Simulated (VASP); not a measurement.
# Ca (Fm-3m) in VASP: notebook, part 2 of 2

VASP 6.6.1. Earlier steps stand in the parts before.

### Step 4. Relaxation of cell and atoms, PBE, target pressure 2.2 GPa, at which the enthalpy is minimised

INCAR reads:

```
SYSTEM = Ca
PREC     = Accurate       ! precision mode
ENCUT    = 600            ! plane-wave cutoff, eV
EDIFF    = 1E-6           ! SCF threshold, eV
ISMEAR   = -1             ! smearing method
SIGMA    = 0.08           ! smearing width, eV
LREAL    = .FALSE.        ! projectors in reciprocal space
LASPH    = .TRUE.         ! aspherical terms in the spheres
NELM     = 60             ! most SCF steps
ALGO     = Normal         ! electronic algorithm
ISIF     = 3              ! what is computed and relaxed
LWAVE    = .FALSE.        ! write WAVECAR
LCHARG   = .FALSE.        ! write CHGCAR
GGA      = PE             ! functional
IBRION   = 2              ! ionic algorithm
NSW      = 60             ! ionic steps
EDIFFG   = -0.005         ! ionic threshold
PSTRESS  = 22.0
```

KPOINTS reads:

```
regular mesh
0
G
  12 12 12
  0 0 0
```

POSCAR reads:

```
Ca
1.0
    0.0000000000      2.6673643140      2.6673643140
    2.6673643140      0.0000000000      2.6673643140
    2.6673643140      2.6673643140      0.0000000000
Ca
1
Direct
    0.0000000000      0.0000000000      0.0000000000
```

Potentials or basis: VASP PAW PBE potentials, release 64 (Ca_sv).

Launch:

```console
$ cat potpaw_PBE.64/Ca_sv/POTCAR > POTCAR
$ mpirun -np 1 vasp_std > vasp.out
```

OUTCAR:

```text
SYSTEM = Ca
   PREC = Accurate
   ENCUT = 600
   EDIFF = 1E-6
   ISMEAR = -1
   LREAL = .FALSE.
   LASPH = .TRUE.
   NELM = 60
   ISIF = 3
   GGA = PE
   IBRION = 2
   NSW = 60
   EDIFFG = -0.005
   PSTRESS = 22.0

 ion  position               nearest neighbor table
   1  0.000  0.000  0.000-

  LATTYP: Found a face centered cubic cell.
 ALAT       =     5.3347286280

  Lattice vectors:

 A1 = (   0.0000000000,   2.6673643140,   2.6673643140)
 A2 = (   2.6673643140,   0.0000000000,   2.6673643140)
 A3 = (   2.6673643140,   2.6673643140,   0.0000000000)

Analysis of symmetry for initial positions (statically):
=====================================================================
 Subroutine PRICEL returns:
 Original cell was already a primitive cell.

 Routine SETGRP: Setting up the symmetry group for a
 face centered cubic supercell.

 Subroutine GETGRP returns: Found 48 space group operations
 (whereof 48 operations were pure point group operations)
 out of a pool of 48 trial point group operations.

The static configuration has the point symmetry O_h .

Analysis of symmetry for dynamics (positions and initial velocities):
=====================================================================
 Subroutine PRICEL returns:
 Original cell was already a primitive cell.

 Routine SETGRP: Setting up the symmetry group for a
 face centered cubic supercell.

 Subroutine GETGRP returns: Found 48 space group operations
 (whereof 48 operations were pure point group operations)
 out of a pool of 48 trial point group operations.

The dynamic configuration has the point symmetry O_h .

 Subroutine INISYM returns: Found 48 space group operations
 (whereof 48 operations are pure point group operations),
 and found     1 'primitive' translations

----------------------------------------------------------------------------------------

[... 109 lines left out ...]
     AMIX     =   0.40;   BMIX     =  1.00
     AMIX_MAG =   1.60;   BMIX_MAG =  1.00
  volume/ion in A,a.u.               =      37.96       256.14
  Fermi-wavevector in a.u.,A,eV,Ry     =   1.049500  1.983268 14.986144  1.101451
  Thomas-Fermi vector in A             =   2.184465
   LORBIT       =      0    0 simple, 1 ext, 2 COOP (PROOUT), +10 PAW based schemes
   GGA     = PE    functional components
   LHFCALC =     F    Hartree Fock is set to
   AEXX    =    0.0000 exact exchange contribution
   IVDW    =     0    specifies the selected vdW correction
   LEPSILON=     F    determine dielectric tensor
   LRPA    =     F    only Hartree local field effects (RPA)
 conjugate gradient relaxation of ions
 non-spin polarized calculation
  energy-cutoff  :      600.00
  volume of cell :       37.96
 maximum number of plane-waves:      1303
   NGX = 15   NGY = 15   NGZ = 15

 number of electron      10.0000000 magnetization

 number of electron       9.9999999 magnetization

 Free energy of the ion-electron system (eV)
  ---------------------------------------------------
  ext. energy  EPLUGINS =         0.00000000
  ---------------------------------------------------
  free energy    TOTEN  =        -1.91481919 eV

  energy without entropy =       -1.88811102  energy(sigma->0) =       -1.90146510

 E-fermi :   2.4041     XC(G=0):  -8.0701

 val. band max:        2.4037144557   @ k =  -0.3333   0.3333   0.1667
 cond. band min:       2.4070676931   @ k =  -0.3333   0.4167   0.1667
 fundamental gap:      0.0033532374
 Fermi energy:         2.4041096589

 k-point     1 :       0.0000    0.0000    0.0000
  band No.  band energies     occupation
      1     -39.3710      2.00000
      2     -20.2708      2.00000
      3     -20.2708      2.00000
      4     -20.2708      2.00000
      5      -1.8123      2.00000
      6       4.8790      0.00000
      7       4.8790      0.00000
      8       4.8790      0.00000
      9       6.0910      0.00000
[... 265 lines left out ...]
 k-point    24 :      -0.4167    0.1667    0.0000
  band No.  band energies     occupation
      1     -39.3465      2.00000
      2     -20.4551      2.00000
      3     -20.3348      2.00000
      4     -20.3057      2.00000
      5       1.7008      1.99970
      6       2.4461      0.74339
      7       4.2114      0.00000
      8       5.0580      0.00000
      9       6.6893      0.00000

 [... further k-points ...]
[... 5 lines left out ...]
  --------------------------------------------------------------------------------------
  -------------------------------------------------------------------------------------
  Total        0.5226533      0.5226533      0.5226533      0.0000000      0.0000000     -0.0000000
  in kB       22.0621207     22.0621207     22.0621207      0.0000000      0.0000000     -0.0000000
  external PRESSURE =       0.0621207 kB  Pullay stress =      22.0000000 kB

 VOLUME and BASIS-vectors are now :
 -----------------------------------------------------------------------------
  energy-cutoff  :      600.00
  volume of cell :       37.96
      direct lattice vectors                 reciprocal lattice vectors
     0.000000000  2.667364314  2.667364314    -0.187450960  0.187450960  0.187450960
     2.667364314  0.000000000  2.667364314     0.187450960 -0.187450960  0.187450960
     2.667364314  2.667364314  0.000000000     0.187450960  0.187450960 -0.187450960

 POSITION                                       TOTAL-FORCE (eV/Angst)
 -----------------------------------------------------------------------------------
      0.00000      0.00000      0.00000        -0.000000      0.000000      0.000000
 -----------------------------------------------------------------------------------
    total drift:                               -0.000000     -0.000000      0.000000

  FREE ENERGIE OF THE ION-ELECTRON SYSTEM (eV)
  ---------------------------------------------------
  free  energy   TOTEN  =        -1.9148191856 eV

  energy  without entropy=       -1.8881110162  energy(sigma->0) =       -1.90146510

  enthalpy is  TOTEN    =        -1.3936375509 eV   P V=        0.5211816347

 reached required accuracy - stopping structural energy minimisation
```

OSZICAR:

```text
N       E                     dE             d eps       ncg     rms          rms(c)
DAV:   1     0.677514283932E+02    0.67751E+02   -0.56404E+03  1296   0.114E+03
DAV:   2    -0.418541894116E+00   -0.68170E+02   -0.67851E+02  1335   0.241E+02
DAV:   3    -0.186236062942E+01   -0.14438E+01   -0.14321E+01  1975   0.371E+01
DAV:   4    -0.193098581236E+01   -0.68625E-01   -0.68540E-01  1822   0.604E+00
DAV:   5    -0.193240839656E+01   -0.14226E-02   -0.14209E-02  2127   0.619E-01    0.211E+00
DAV:   6    -0.191959392844E+01    0.12814E-01   -0.13887E-02  1630   0.146E+00    0.129E+00
DAV:   7    -0.191527582369E+01    0.43181E-02   -0.18369E-02  1657   0.184E+00    0.106E-01
DAV:   8    -0.191480939683E+01    0.46643E-03   -0.23377E-03  1549   0.517E-01    0.207E-02
DAV:   9    -0.191481845965E+01   -0.90628E-05   -0.98455E-05  1867   0.928E-02    0.470E-03
DAV:  10    -0.191481918562E+01   -0.72597E-06   -0.50576E-06  1852   0.231E-02
   1 F= -.13936376E+01 E0= -.13802835E+01  d E =-.139364E+01
```

CONTCAR:

```text
Ca
   1.00000000000000
     0.0000000000000000    2.6673643139999998    2.6673643139999998
     2.6673643139999998    0.0000000000000000    2.6673643139999998
     2.6673643139999998    2.6673643139999998    0.0000000000000000
  Ca
     1
Direct
     0.0000000000000000    0.0000000000000000    0.0000000000000000

  0.00000000E+00  0.00000000E+00  0.00000000E+00
```

It took 11 s on 1 thread of Intel Xeon 6975P-C (Granite Rapids), shared host; peak memory 0.18 GiB.

What came out:

* Free energy: -1.9148 eV
* Pressure after relaxing: 2.2 GPa
* Band gap on the k mesh: zero (bands 5 and 6 overlap by 0.20 eV)

Final structure:
```yaml
crystal:
  lattice:
    - [0.00000, 2.66736, 2.66736]
    - [2.66736, 0.00000, 2.66736]
    - [2.66736, 2.66736, 0.00000]
  atoms:
    - { symbol: Ca, position: [0.00000, 0.00000, 0.00000] }
```

Caveat: the relaxation stopped at its first step, so nothing moved; the cell is relaxed towards a set pressure, so the run minimises the enthalpy, not the energy.

### Step 5. Relaxation of cell and atoms, PBE, target pressure 2.2 GPa, at which the enthalpy is minimised

INCAR reads:

```
  ALGO = Normal
  EDIFF = 1E-6
  EDIFFG = -0.005
  ENCUT = 600
  GGA = PE
  IBRION = 2
  ISIF = 3
  ISMEAR = -1
  LASPH = True
  LCHARG = False
  LREAL = False
  LWAVE = False
  NELM = 100
  NSW = 32
  PREC = Accurate
  PSTRESS = 22.0
  SIGMA = 0.08
```

KPOINTS reads:

```
k-points
0
Gamma
  12 12 12
```

POSCAR is that of step 4.

Potentials or basis: VASP PAW PBE potentials, release 64 (Ca_sv).

Launch:

```console
$ cat potpaw_PBE.64/Ca_sv/POTCAR > POTCAR
$ mpirun -np 1 vasp_std > vasp.out
```

OUTCAR:

```text
EDIFF = 1E-6
   EDIFFG = -0.005
   ENCUT = 600
   GGA = PE
   IBRION = 2
   ISIF = 3
   ISMEAR = -1
   LASPH = True
   LREAL = False
   NELM = 100
   NSW = 32
   PREC = Accurate
   PSTRESS = 22.0

 ion  position               nearest neighbor table
   1  0.000  0.000  0.000-

  LATTYP: Found a face centered cubic cell.
 ALAT       =     5.3347286280

  Lattice vectors:

 A1 = (   0.0000000000,   2.6673643140,   2.6673643140)
 A2 = (   2.6673643140,   0.0000000000,   2.6673643140)
 A3 = (   2.6673643140,   2.6673643140,   0.0000000000)

Analysis of symmetry for initial positions (statically):
=====================================================================
 Subroutine PRICEL returns:
 Original cell was already a primitive cell.

 Routine SETGRP: Setting up the symmetry group for a
 face centered cubic supercell.

 Subroutine GETGRP returns: Found 48 space group operations
 (whereof 48 operations were pure point group operations)
 out of a pool of 48 trial point group operations.

The static configuration has the point symmetry O_h .

Analysis of symmetry for dynamics (positions and initial velocities):
[... 161 lines left out ...]
 val. band max:        2.4037144557   @ k =  -0.3333   0.3333   0.1667
 cond. band min:       2.4070676931   @ k =  -0.3333   0.4167   0.1667
 fundamental gap:      0.0033532374
 Fermi energy:         2.4041096589

 k-point     1 :       0.0000    0.0000    0.0000
  band No.  band energies     occupation
      1     -39.3710      2.00000
      2     -20.2708      2.00000
      3     -20.2708      2.00000
      4     -20.2708      2.00000
      5      -1.8123      2.00000
      6       4.8790      0.00000
      7       4.8790      0.00000
      8       4.8790      0.00000
      9       6.0910      0.00000
[... 265 lines left out ...]
 k-point    24 :      -0.4167    0.1667    0.0000
  band No.  band energies     occupation
      1     -39.3465      2.00000
      2     -20.4551      2.00000
      3     -20.3348      2.00000
      4     -20.3057      2.00000
      5       1.7008      1.99970
      6       2.4461      0.74339
      7       4.2114      0.00000
      8       5.0580      0.00000
      9       6.6893      0.00000

 [... further k-points ...]
[... 5 lines left out ...]
  --------------------------------------------------------------------------------------
  -------------------------------------------------------------------------------------
  Total        0.5226533      0.5226533      0.5226533      0.0000000      0.0000000     -0.0000000
  in kB       22.0621207     22.0621207     22.0621207      0.0000000      0.0000000     -0.0000000
  external PRESSURE =       0.0621207 kB  Pullay stress =      22.0000000 kB

 VOLUME and BASIS-vectors are now :
 -----------------------------------------------------------------------------
  energy-cutoff  :      600.00
  volume of cell :       37.96
      direct lattice vectors                 reciprocal lattice vectors
     0.000000000  2.667364314  2.667364314    -0.187450960  0.187450960  0.187450960
     2.667364314  0.000000000  2.667364314     0.187450960 -0.187450960  0.187450960
     2.667364314  2.667364314  0.000000000     0.187450960  0.187450960 -0.187450960

 POSITION                                       TOTAL-FORCE (eV/Angst)
 -----------------------------------------------------------------------------------
      0.00000      0.00000      0.00000        -0.000000      0.000000      0.000000
 -----------------------------------------------------------------------------------
    total drift:                               -0.000000     -0.000000      0.000000

  FREE ENERGIE OF THE ION-ELECTRON SYSTEM (eV)
  ---------------------------------------------------
  free  energy   TOTEN  =        -1.9148191856 eV

  energy  without entropy=       -1.8881110162  energy(sigma->0) =       -1.90146510

  enthalpy is  TOTEN    =        -1.3936375509 eV   P V=        0.5211816347

 reached required accuracy - stopping structural energy minimisation
```

It took 11 s on 1 thread of Intel Xeon 6975P-C (Granite Rapids), shared host; peak memory 0.18 GiB.

What came out:

* Free energy: -1.9148 eV
* Pressure after relaxing: 2.2 GPa
* Band gap on the k mesh: zero (bands 5 and 6 overlap by 0.20 eV)

Final structure:
```cif
data_structure
_symmetry_space_group_name_H-M 'P 1'
_symmetry_Int_Tables_number 1
_cell_length_a 3.7722
_cell_length_b 3.7722
_cell_length_c 3.7722
_cell_angle_alpha 60.000
_cell_angle_beta 60.000
_cell_angle_gamma 60.000
_cell_volume 37.96
loop_
_atom_site_label
_atom_site_type_symbol
_atom_site_fract_x
_atom_site_fract_y
_atom_site_fract_z
_atom_site_occupancy
Ca1 Ca 0.00000 0.00000 0.00000 1
```

Levels at points of the mesh, in eV from the Fermi level:
```csv
k point,band 1,band 2,band 3,band 4,band 5,band 6,band 7,band 8,band 9
"(0.00, 0.00, 0.00)",-41.78,-22.67,-22.67,-22.67,-4.22,2.47,2.47,2.47,3.69
"(0.50, 0.00, 0.00)",-41.75,-22.88,-22.70,-22.70,-1.04,-0.07,2.34,2.34,4.47
"(0.50, 0.50, 0.00)",-41.75,-22.87,-22.75,-22.75,-0.57,0.51,1.18,4.46,4.68
```

Caveat: the relaxation stopped at its first step, so nothing moved; the cell is relaxed towards a set pressure, so the run minimises the enthalpy, not the energy.

### Step 6. Relaxation of cell and atoms, PBE

This run uses another cell than the first one, of 42.17 Å³/atom.

INCAR reads:

```
SYSTEM = Ca
  ALGO = Normal
  EDIFF = 1E-6
  EDIFFG = -0.005
  ENCUT = 600
  GGA = PE
  IBRION = 2
  ISIF = 3
  ISMEAR = -1
  LASPH = .TRUE.
  LCHARG = .FALSE.
  LREAL = .FALSE.
  LWAVE = .FALSE.
  NELM = 60
  NSW = 60
  PREC = Accurate
  SIGMA = 0.08
```

KPOINTS reads:

```
k-points
0
G
  12 12 12
  0 0 0
```

POSCAR reads:

```
Ca
1.0
    0.0000000000      2.7627070339      2.7627070339
    2.7627070339      0.0000000000      2.7627070339
    2.7627070339      2.7627070339      0.0000000000
Ca
1
Direct
    0.0000000000      0.0000000000      0.0000000000
```

Potentials or basis: VASP PAW PBE potentials, release 64 (Ca_sv).

Launch:

```console
$ cat potpaw_PBE.64/Ca_sv/POTCAR > POTCAR
$ mpirun -np 1 vasp_std > vasp.out
```

OUTCAR:

```text
SYSTEM = Ca
   EDIFF = 1E-6
   EDIFFG = -0.005
   ENCUT = 600
   GGA = PE
   IBRION = 2
   ISIF = 3
   ISMEAR = -1
   LASPH = .TRUE.
   LREAL = .FALSE.
   NELM = 60
   NSW = 60
   PREC = Accurate

 ion  position               nearest neighbor table
   1  0.000  0.000  0.000-

  LATTYP: Found a face centered cubic cell.
 ALAT       =     5.5254140678

  Lattice vectors:

 A1 = (   0.0000000000,   2.7627070339,   2.7627070339)
 A2 = (   2.7627070339,   0.0000000000,   2.7627070339)
 A3 = (   2.7627070339,   2.7627070339,   0.0000000000)

Analysis of symmetry for initial positions (statically):
=====================================================================
 Subroutine PRICEL returns:
 Original cell was already a primitive cell.

[... 281 lines left out ...]

 E-fermi :   1.9533     XC(G=0):  -7.7297

 val. band max:        1.9514060535   @ k =  -0.4167   0.1667   0.0000
 cond. band min:       1.9612503479   @ k =  -0.3333   0.3333   0.1667
 fundamental gap:      0.0098442944
 Fermi energy:         1.9533344647

 k-point     1 :       0.0000    0.0000    0.0000
  band No.  band energies     occupation
      1     -40.0632      2.00000
      2     -20.9810      2.00000
      3     -20.9810      2.00000
      4     -20.9810      2.00000
      5      -2.0691      2.00000
      6       4.2905      0.00000
      7       4.2905      0.00000
      8       4.2905      0.00000
      9       5.3590      0.00000
[... 265 lines left out ...]
 k-point    24 :      -0.4167    0.1667    0.0000
  band No.  band energies     occupation
      1     -40.0484      2.00000
      2     -21.1055      2.00000
      3     -21.0247      2.00000
      4     -21.0051      2.00000
      5       1.2576      1.99967
      6       1.9514      1.01205
      7       3.6902      0.00000
      8       4.4514      0.00000
      9       5.8856      0.00000

 [... further k-points ...]
[... 5 lines left out ...]
  --------------------------------------------------------------------------------------
  -------------------------------------------------------------------------------------
  Total       -0.0005932     -0.0005932     -0.0005932     -0.0000000     -0.0000000      0.0000000
  in kB       -0.0224804     -0.0224804     -0.0224804     -0.0000000     -0.0000000      0.0000000
  external PRESSURE =      -0.0224804 kB  Pullay stress =       0.0000000 kB
[... 16 lines left out ...]
  FREE ENERGIE OF THE ION-ELECTRON SYSTEM (eV)
  ---------------------------------------------------
  free  energy   TOTEN  =        -1.9428443025 eV

  energy  without entropy=       -1.9151922117  energy(sigma->0) =       -1.92901826

 reached required accuracy - stopping structural energy minimisation
```

CONTCAR:

```text
Ca
   1.00000000000000
    -0.0000000000000000    2.7649083662615070    2.7649083662615070
     2.7649083662615070    0.0000000000000000    2.7649083662615070
     2.7649083662615070    2.7649083662615070   -0.0000000000000000
  Ca
     1
Direct
     0.0000000000000000    0.0000000000000000    0.0000000000000000

  0.00000000E+00  0.00000000E+00  0.00000000E+00
```

It took 24 s on 1 thread of Intel Xeon 6975P-C (Granite Rapids), shared host; peak memory 0.2 GiB.

What came out:

| Item | Value |
| --- | --- |
| Free energy | -1.9428 eV |
| Relaxed volume | 42.27 Å³/atom |
| Relaxed cell | a = 3.910 Å, b = 3.910 Å, c = 3.910 Å, α = 60.00°, β = 60.00°, γ = 60.00° |
| Space group after relaxing (to 0.1 Å) | Fm-3m (No. 225) |
| Energy gained by relaxing | 0.0 meV/atom |
| Ionic steps | 4 |
| Pressure after relaxing | 0.0 GPa |
| Band gap on the k mesh | zero (bands 5 and 6 overlap by 0.36 eV) |

Final structure:
```
Ca
1.0
     0.00000    2.76491    2.76491
     2.76491    0.00000    2.76491
     2.76491    2.76491    0.00000
Ca
1
Direct
  0.00000 0.00000 0.00000
```

Levels at points of the mesh, in eV from the Fermi level:
```
           k point  band 3  band 4  band 5  band 6  band 7  band 8
(0.00, 0.00, 0.00)  -22.93  -22.93   -4.02    2.34    2.34    2.34
(0.50, 0.00, 0.00)  -22.95  -22.95   -0.98   -0.16    2.22    2.22
(0.50, 0.50, 0.00)  -22.98  -22.98   -0.45    0.58    0.96    4.08
```

### Step 7. Summary

| task | cell | cutoff (eV) | gap on the mesh (eV) | pressure (GPa) |
| --- | --- | --- | --- | --- |
| single point | a = 3.772 Å, angles 60.0°, 1 atom | 520 | none | 2.2 |
| relaxation of cell and atoms | relaxed to 2.2 GPa from a = 3.772 Å, angles 60.0°, 1 atom | 600 | none | 2.2 |
| relaxation of cell and atoms | relaxed from a = 3.907 Å, angles 60.0°, 1 atom | 600 | none | 0.0 |

Alike in all rows: level PBE; potentials or basis VASP PAW PBE potentials, release 64 (Ca_sv); no spin polarisation; k mesh 12 × 12 × 12; smearing fermi-dirac 0.08 eV.

Caveats: the relaxation stopped at its first step, so nothing moved (at least some runs); the cell is relaxed towards a set pressure, so the run minimises the enthalpy, not the energy (at least some runs).

Total energies depend on the potentials used, so only differences within one code and one set of settings carry meaning.
